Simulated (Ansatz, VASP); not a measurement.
**TiO2 in VASP and in Ansatz**

```xyz
6
Lattice="2.7060 -2.7067 0.0000 2.7060 2.7067 0.0000 -2.6335 0.0000 4.7966" Properties=species:S:1:pos:R:3 pbc="T T T"
Ti    2.0477    1.9807    1.1992
Ti    0.7309   -1.9807    3.5975
O    -0.6205   -0.6563    3.2001
O     3.3990    0.6563    1.5966
O     2.0823   -0.6563    3.9949
O     0.6963    0.6563    0.8018
```

Alike in both runs: task single point; functional PBEsol; k mesh 6 × 6 × 6; no spin polarisation.

```csv
,VASP,Ansatz
version,VASP 6.6.1,Ansatz 0.2.0
potentials or method,"VASP PAW PBE potentials, release 64 (Ti_sv, O), cutoff 520 eV","plane waves, PAW"
occupations,"gaussian, width 0.01 eV",fixed
valence electrons in the cell,48,48
```

```csv
,VASP,Ansatz,Ansatz less VASP
pressure (GPa),-6.9,-7.5,-0.64
"traceless stress, the component that is largest in VASP (GPa)",-0.34,-0.38,-0.042
rms of the force components (eV/Å),0.103,0.112,+0.0089
```

VASP's potentials were made for PBE, not for PBEsol. Atom by atom the forces differ by 0.011 eV/Å (rms over components). Ansatz's warnings: stress scf threshold loose.
